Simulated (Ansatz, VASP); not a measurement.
## Two plane-wave programs on Cd

```
Cd
1.0
     3.01140    0.00000    0.00000
     0.00000    3.01140    0.00000
     0.00000    0.00000    3.01140
Cd
1
Direct
  0.00000 0.00000 0.00000
```

Alike in both runs: task relaxation of cell and atoms; functional PBE; k mesh 18 × 18 × 18; occupations gaussian, width 0.1 eV; no spin polarisation.

```csv
,VASP,Ansatz
version,VASP 6.6.1,Ansatz 0.2.0
potentials or method,"VASP PAW PBE potentials, release 64 (Cd), cutoff 600 eV","scalar-relativistic, plane waves, PAW"
valence electrons in the cell,12,20
```

```tsv
	VASP	Ansatz	Ansatz less VASP
gap on the k mesh at the Fermi level, each at its own relaxed structure (eV)	none	none	-
relaxed volume (Å³/atom)	27.05	26.91	-0.134
relaxed length of the cell vector where the two differ most in proportion (Å)	3.002	2.997	-0.0050
```

A gap of «none» marks a metal or a gap that the smearing closes. VASP's potentials hold 12 valence electrons a cell and Ansatz's 20, so a difference there can come from the potentials and not from the codes.
